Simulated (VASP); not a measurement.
Here is a VASP 6.6.1 calculation.

The input INCAR:

```
PREC = Accurate ; ENCUT = 500
EDIFF = 1E-7 ; ISMEAR = -1
SIGMA = 0.08 ; LREAL = F
LASPH = T ; NELM = 300
ALGO = All ; ISIF = 3
LWAVE = F ; LCHARG = F
GGA = PE ; IBRION = 2
NSW = 60 ; EDIFFG = -0.005
GGA_COMPAT = F ; NELMIN = 4
ISEARCH = 1 ; KPAR = 4
```

The input KPOINTS:

```
Automatic mesh
0
Gamma
  9 9 7
```

File POSCAR:

```
Si2Mo
1.0
    4.0911126373      0.0000000000      0.0000000000
   -2.0455563187      3.5430074737      0.0000000000
    0.0000000000      0.0000000000      4.5002239010
Mo Si
1 2
Direct
    0.0000000000      0.0000000000      0.0000000000
    0.3333333333      0.6666666667      0.5000000000
    0.6666666667      0.3333333333      0.5000000000
```

Potentials or basis: VASP PAW PBE potentials, release 64 (Mo_sv, Si).

The run is started by

```console
$ cat potpaw_PBE.64/Mo_sv/POTCAR potpaw_PBE.64/Si/POTCAR > POTCAR
$ mpirun -np 4 vasp_std > vasp.out
```

(1) Estimate the band gap on the k mesh.

(2) Estimate the space group after relaxing (to 0.1 Å).

(3) Predict the relaxed volume.

## Answers

(1) zero (bands 11 and 12 overlap by 1.80 eV).

(2) P6/mmm (No. 191).

(3) 13.99 Å³/atom.

Caveat: the volume moved by over 15 % at a fixed basis, so the end points are rough.
